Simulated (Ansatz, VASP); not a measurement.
**SbP2: VASP beside Ansatz**

```xyz
3
Lattice="3.9685 0.0000 0.0000 -1.9843 3.4368 0.0000 0.0000 0.0000 4.2850" Properties=species:S:1:pos:R:3 pbc="T T T"
Sb    0.0000    0.0000    0.0000
P     0.0000    2.2912    2.1425
P     1.9843    1.1456    2.1425
```

Alike in both runs: task relaxation of cell and atoms; functional PBE; k mesh 12 × 12 × 12; occupations gaussian, width 0.1 eV; no spin polarisation.

|  | VASP | Ansatz |
| --- | --- | --- |
| version | VASP 6.6.1 | Ansatz 0.2.0 |
| potentials or method | VASP PAW PBE potentials, release 64 (Sb, P), cutoff 600 eV | scalar-relativistic, plane waves, PAW |
| valence electrons in the cell | 15 | 25 |

```csv
,VASP,Ansatz,Ansatz less VASP
"gap on the k mesh at the Fermi level, each at its own relaxed structure (eV)",none,none,-
relaxed volume (Å³/atom),19.35,19.42,+0.065
relaxed cell length with the largest relative difference (Å),3.686,3.691,+0.0052
```

A gap of «none» marks a metal or a gap that the smearing closes. VASP's potentials hold 15 valence electrons a cell and Ansatz's 25, so a difference there can come from the potentials and not from the codes.

Neither program's run includes spin-orbit coupling.
